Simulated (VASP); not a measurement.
A run of VASP 6.6.1 is set up as follows.

INCAR

```
SYSTEM = H4WC16
ALGO = Normal
EDIFF = 1E-7
ENCUT = 520
GGA = PE
ISIF = 2
ISMEAR = 0
LASPH = .TRUE.
LCHARG = .FALSE.
LREAL = Auto
LWAVE = .FALSE.
NBANDS = 57
NELM = 60
PREC = Accurate
SIGMA = 0.02
```

Contents of KPOINTS:

```
k-points
0
G
  3 3 1
  0 0 0
```

Contents of POSCAR:

```
H4WC16
1.0
    5.0487420000      0.0000000000      0.0000000000
    2.5243710000      4.3723390000      0.0000000000
    0.0000000000      0.0000000000     14.6764260000
H C W
4 16 1
Direct
    0.1666667848      0.1666666285      0.0681364795
    0.6666667848      0.1666666285      0.0681364795
    0.1666666285      0.6666667429      0.0681364795
    0.6666666285      0.6666667429      0.0681364795
    0.1666667848      0.1666666285      0.1430866071
    0.6666667848      0.1666666285      0.1430866071
    0.1666666285      0.6666667429      0.1430866071
    0.6666666285      0.6666667429      0.1430866071
   -0.1666666285      0.3333332571      0.1781963129
    0.3333333715      0.3333332571      0.1781963129
   -0.1666667848      0.8333333715      0.1781963129
    0.3333332152      0.8333333715      0.1781963129
   -0.1708627870      0.3348850581      0.2882912366
    0.3359994180      0.3349042698      0.2882983228
   -0.1667352563      0.8335202280      0.2791415294
    0.3333678589      0.8332597267      0.2880751758
   -0.0028919458      0.0000596935      0.3187863994
    0.5028142357      0.0000802774      0.3187934174
    0.0014327798      0.4971659334      0.3183587067
    0.4981327521      0.5037699501      0.3181714676
    0.8417004045      0.8164417260      0.4221371061
```

Potentials or basis: VASP PAW PBE potentials, release 64 (H, C, W_sv).

Run with:

```bash
$ cat potpaw_PBE.64/H/POTCAR potpaw_PBE.64/C/POTCAR potpaw_PBE.64/W_sv/POTCAR > POTCAR
$ mpirun -np 1 vasp_std > vasp.out
```

Q: What does it give for the largest force?

A: 2.442 eV/Å.

Q: Predict the band gap on the k mesh.

A: Zero (band 41 reaches 1.42 eV, above the bottom of band 42 at 1.26 eV).

Forces in eV/Å, atoms in the order of the input:
```
H    0.000  0.026 -0.271
H    0.000 -0.074 -0.178
H   -0.052  0.032 -0.176
H    0.052  0.032 -0.176
C    0.000 -0.005  1.390
C    0.000  0.268  1.281
C    0.234 -0.121  1.297
C   -0.233 -0.121  1.297
C   -0.035 -0.058 -0.713
C    0.036 -0.057 -0.712
C   -0.001 -0.123 -2.439
C    0.000  0.201 -0.710
C    0.005 -0.003 -0.002
C   -0.007 -0.006 -0.003
C   -0.002  0.000 -0.026
C    0.002  0.008 -0.005
C    0.020  0.008  0.010
C   -0.020  0.008  0.008
C   -0.001 -0.020  0.008
C    0.001  0.004  0.022
W    0.001  0.003  0.097
```

Caveat: the k points lie up to 0.48 Å⁻¹ apart; spin-orbit coupling is left out, which moves the levels of the heavy elements.
